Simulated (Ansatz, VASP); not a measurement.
**Cs: VASP beside Ansatz**

INCAR

```
PREC     = Accurate       # precision mode
ENCUT    = 520            # plane-wave cutoff, eV
EDIFF    = 1E-6           # SCF threshold, eV
ISMEAR   = 0              # smearing method
SIGMA    = 0.1            # smearing width, eV
LREAL    = F              # projectors in reciprocal space
LASPH    = T              # aspherical terms in the spheres
NELM     = 100            # most SCF steps
ALGO     = Fast           # electronic algorithm
ISIF     = 2              # what is computed and relaxed
LWAVE    = F              # write WAVECAR
LCHARG   = T              # write CHGCAR
GGA      = PE             # functional
LELF     = T              # ELF
LVHAR    = T            
NBANDS   = 16             # bands
```

KPOINTS

```
Automatic mesh
0
Gamma
  9 9 6
```

Contents of POSCAR:

```
Cs
1.0
    5.6278693988      0.0000000000      0.0000000000
   -2.8139346994      4.8738778686      0.0000000000
    0.0000000000      0.0000000000      8.5276146309
Cs
2
Direct
    0.3333333300      0.6666666700      0.2500000000
    0.6666666700      0.3333333300      0.7500000000
```

Input for Ansatz:

```yaml
crystal:
  lattice:
    - [5.6278693988, 0.0, 0.0]
    - [-2.8139346994, 4.8738778686, 0.0]
    - [0.0, 0.0, 8.5276146309]
  atoms:
    - { symbol: Cs, position: [0.33333333, 0.66666667, 0.25] }
    - { symbol: Cs, position: [0.66666667, 0.33333333, 0.75] }
basis:
  ecutwfc: 420
kpoints:
  mp_grid: { grid: [9, 9, 6] }
hamiltonian:
  xc: pbe
scf:
  occupations: { method: gaussian, width: 0.1 }
output:
  forces: true
  stress: true
  eigenvalues: true
```

Alike in both runs: task single point; functional PBE; k mesh 9 × 9 × 6; occupations gaussian, width 0.1 eV; no spin polarisation.

```csv
,VASP,Ansatz
version,VASP 6.6.1,Ansatz 0.2.0
potentials or method,"VASP PAW PBE potentials, release 64 (Cs_sv), cutoff 520 eV","scalar-relativistic, plane waves, PAW"
valence electrons in the cell,18,18
```

|  | VASP | Ansatz | Ansatz less VASP |
| --- | --- | --- | --- |
| gap on the k mesh at the Fermi level (eV) | none | none | - |
| pressure (GPa) | 0.0 | 0.0 | +0.01 |
| traceless stress, the component that is largest in VASP (GPa) | 0.13 | 0.13 | -0.001 |

A gap of «none» marks a metal or a gap that the smearing closes.

Neither program's run includes spin-orbit coupling.
